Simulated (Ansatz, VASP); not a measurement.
# V: VASP beside Ansatz

```xyz
1
Lattice="-1.5130 1.5130 1.5130 1.5130 -1.5130 1.5130 1.5130 1.5130 -1.5130" Properties=species:S:1:pos:R:3 pbc="T T T"
V     0.0000    0.0000    0.0000
```

Alike in both runs: task single point; functional PBEsol; k mesh 6 × 6 × 6; collinear spin.

|  | VASP | Ansatz |
| --- | --- | --- |
| version | VASP 6.6.1 | Ansatz 0.2.0 |
| potentials or method | VASP PAW PBE potentials, release 64 (V_sv), cutoff 500 eV | scalar-relativistic, plane waves, PAW |
| occupations | methfessel-paxton of order 1, width 0.03 eV | cold, width 0.03 eV |
| valence electrons in the cell | 13 | 13 |

|  | VASP | Ansatz | Ansatz less VASP |
| --- | --- | --- | --- |
| gap on the k mesh at the Fermi level (eV) | none | none | - |
| pressure (GPa) | -10.3 | -10.6 | -0.27 |
| net moment per atom (μB) | 0.63 | 0.64 | +0.008 |
| size of the moment on the site where the two differ most (μB) | 0.50 | 0.48 | -0.025 |

VASP's potentials were made for PBE, not for PBEsol. Site moments also hang on the region over which each program counts them. A gap of «none» marks a metal or a gap that the smearing closes. Ansatz's warnings: stability check not made.

The k mesh is coarse, so the values compare programs but aren't converged.
